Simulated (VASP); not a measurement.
# BRh12: single point with LDA

System: BRh12, a slab with vacuum.

```
Rh B
1.0
     5.37401    0.00000    0.00000
     2.68701    4.65403    0.00000
     0.00000    0.00000   17.38786
Rh B
12 1
Direct
  0.16667 0.16667 0.05751
  0.66667 0.16667 0.05751
  0.16667 0.66667 0.05751
  0.66667 0.66667 0.05751
  0.82730 0.33145 0.17898
  0.32896 0.32890 0.17814
  0.83346 0.83340 0.17756
  0.33150 0.82725 0.17897
  0.99475 0.99466 0.29940
  0.50247 0.96948 0.30065
  0.96960 0.50238 0.30065
  0.48694 0.48686 0.30383
  0.28465 0.28453 0.36766
```

```yaml
Program: VASP 6.6.1
Task: single point
Functional: LDA
Potentials_or_basis: VASP PAW LDA potentials, release 64 (Rh_pv, B)
Cutoff: 520 eV
k_mesh: 4 × 4 × 1
Occupations: gaussian, width 0.15 eV
Spin: no spin polarisation
Dipole_correction: no
Further_INCAR_settings: ALGO = Normal; EDIFF = 1e-07; NBANDS = 104
```

- Largest force: 0.961 eV/Å
- Band gap on the k mesh: zero (an odd number of electrons rules out a gap without spin polarisation)

Forces in eV/Å, atoms in the order of the input:
```
Rh   0.021  0.012  0.076
Rh  -0.167  0.120 -0.115
Rh   0.020 -0.205 -0.116
Rh  -0.090 -0.052  0.080
Rh  -0.043 -0.026 -0.001
Rh  -0.041 -0.024  0.027
Rh  -0.062 -0.036  0.020
Rh  -0.044 -0.024  0.000
Rh  -0.099 -0.057 -0.031
Rh  -0.102 -0.131 -0.036
Rh  -0.166 -0.022 -0.036
Rh  -0.058 -0.034  0.141
B    0.833  0.481 -0.010
```

Levels at points of the mesh, in eV from the Fermi level:
```csv
k point,band 88,band 89,band 90,band 91,band 92,band 93,band 94,band 95,band 96,band 97
"(0.00, 0.00, 0.00)",0.29,0.37,0.47,0.52,0.52,0.57,0.59,0.72,0.77,0.80
"(0.50, 0.00, 0.00)",-0.92,-0.80,-0.55,-0.45,-0.39,-0.36,-0.33,0.18,0.24,0.45
"(0.50, 0.50, 0.00)",-0.91,-0.83,-0.64,-0.42,-0.39,-0.30,-0.27,0.17,0.20,0.38
"(0.00, 0.50, 0.00)",-0.92,-0.80,-0.55,-0.45,-0.39,-0.36,-0.33,0.18,0.24,0.45
```

Wall time 22 min on 1 thread of Intel(R) Xeon(R) Platinum 8375C CPU @ 2.90GHz (Ice Lake), with other jobs on the host, peak memory 0.56 GiB.

Caveat: there is no dipole correction, which matters where the two faces differ.
